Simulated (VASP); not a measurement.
Na4N: single point with PBE

Crystal: Na4N.

```
Na N
1.0
    -2.80006    2.80006    2.80006
     2.80006   -2.80006    2.80006
     2.80006    2.80006   -2.80006
Na N
4 1
Direct
  0.50000 0.50000 0.50000
  0.50000 0.00000 0.00000
  0.00000 0.00000 0.50000
  0.00000 0.50000 0.00000
  0.00000 0.00000 0.00000
```

The cell was built from a structure type or drawn by symmetry, and may not be a known phase.

| Property | Result |
| --- | --- |
| Program | VASP 6.6.1 |
| Task | single point |
| Functional | PBE |
| Potentials or basis | VASP PAW PBE potentials, release 64 (Na_pv, N) |
| Cutoff | 520 eV |
| k mesh | 4 × 4 × 4 |
| Occupations | gaussian, width 0.1 eV |
| Spin | no spin polarisation |
| Dipole correction | no |
| Further INCAR settings | ALGO = Normal; EDIFF = 1e-07; NBANDS = 24 |

```json
{
 "Pressure": "7.6 GPa",
 "Band gap on the k mesh": "zero (an odd number of electrons rules out a gap without spin polarisation)"
}
```

Levels at points of the mesh, in eV from the Fermi level:
```
           k point  band 13  band 14  band 15  band 16  band 17  band 18  band 19  band 20  band 21  band 22
(0.00, 0.00, 0.00)   -12.53    -2.94    -1.51    -1.51    -1.51     3.45     3.45     4.61     4.61     4.61
(0.50, 0.00, 0.00)   -12.34    -3.27    -1.82    -1.69    -0.44     0.84     3.01     3.26     5.46     6.49
(0.50, 0.50, 0.50)   -12.20    -2.31    -2.31    -2.31    -0.15    -0.15     3.34     3.34     3.34     4.99
```

Run time: 17 s on 1 thread of Intel(R) Xeon(R) Platinum 8488C (Sapphire Rapids), on a shared host, peak memory 0.19 GiB.

Caveat: the k points lie up to 0.40 Å⁻¹ apart, too coarse for converged energies and pressures of a metal.
